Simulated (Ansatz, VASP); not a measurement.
**P in VASP and in Ansatz**

```
CELL_PARAMETERS angstrom
2.56461 0.00000 0.00000
-1.28231 2.22102 0.00000
0.00000 0.00000 2.46540
ATOMIC_POSITIONS crystal
P 0.00000 0.00000 0.00000
```

Alike in both runs: functional PBEsol; k mesh 6 × 6 × 6; occupations gaussian, width 0.1 eV; no spin polarisation.

Ansatz relaxed the structure, and its values are those at the end. VASP's run is a single point on that final structure, the one shown.

|  | VASP | Ansatz |
| --- | --- | --- |
| version | VASP 6.6.1 | Ansatz 0.2.0 |
| potentials or method | VASP PAW PBE potentials, release 64 (P), cutoff 520 eV | scalar-relativistic, plane waves, PAW |
| valence electrons in the cell | 5 | 5 |

|  | VASP | Ansatz | Ansatz less VASP |
| --- | --- | --- | --- |
| gap on the k mesh at the Fermi level (eV) | none | none | - |
| pressure (GPa) | 0.1 | 0.0 | -0.18 |

VASP's potentials were made for PBE, not for PBEsol. A gap of «none» marks a metal or a gap that the smearing closes.

The k mesh is coarse, so the values compare programs but aren't converged.
